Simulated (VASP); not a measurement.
Wanted: the native input for a VASP 6.6.1 run.

| Quantity | Value |
| --- | --- |
| Task | relaxation of cell and atoms |
| Functional | PBE |
| Dispersion | D3(BJ) |
| Potentials or basis | VASP PAW PBE potentials, release 64 (H_h) |
| Cutoff | 1230 eV |
| k mesh | 8 × 8 × 8 |
| Occupations | gaussian, width 0.02 eV |
| Spin | no spin polarisation |
| Dipole correction | no |
| Further INCAR settings | ALGO = Normal; EDIFF = 1e-07; IBRION = 2; EDIFFG = -0.02; NSW = 90; ISIF = 3 |

The structure of H lies in POSCAR:

```
H
1.0
   -1.6915344700      1.6915344700      2.0584739900
    1.6915344700     -1.6915344700      2.0584739900
    1.6915344700      1.6915344700     -2.0584739900
H
2
Direct
    0.9098622900      0.9098622900      0.0000000000
    0.0901377100      0.0901377100      0.0000000000
```

One way to write it, as run:

INCAR

```
SYSTEM = H
PREC = Accurate
ENCUT = 1230
EDIFF = 1E-7
ISMEAR = 0
SIGMA = 0.02
LREAL = .False.
LASPH = .True.
NELM = 120
ALGO = Normal
ISIF = 3
LWAVE = .False.
LCHARG = .False.
GGA = PE
IVDW = 12
IBRION = 2
NSW = 90
EDIFFG = -0.02
GGA_COMPAT = .False.
NELMIN = 4
```

KPOINTS

```
regular mesh
0
Gamma
  8 8 8
  0 0 0
```

Potentials or basis: VASP PAW PBE potentials, release 64 (H_h).

The run is started by

```bash
$ cat potpaw_PBE.64/H_h/POTCAR > POTCAR
$ mpirun -np 1 vasp_std > vasp.out
```

Results of the run:

```
Relaxed volume                        : 11.80 Å³/atom
Relaxed cell                          : a = 3.158 Å, b = 3.158 Å, c = 3.158 Å, α = 115.22°, β = 115.22°, γ = 98.50°
Space group after relaxing (to 0.1 Å) : I4/mmm (No. 139)
Energy gained by relaxing             : 0.6 meV/atom
Ionic steps                           : 3
Pressure after relaxing               : 0.1 GPa
Largest force after relaxing          : 0.005 eV/Å
Band gap on the k mesh                : 8.85 eV (least direct gap 9.66 eV)
Dispersion energy per atom            : -0.019 eV
```

Wall time 20 s on 1 thread of Intel(R) Xeon(R) Platinum 8488C (Sapphire Rapids), on a shared host, peak memory 0.21 GiB.
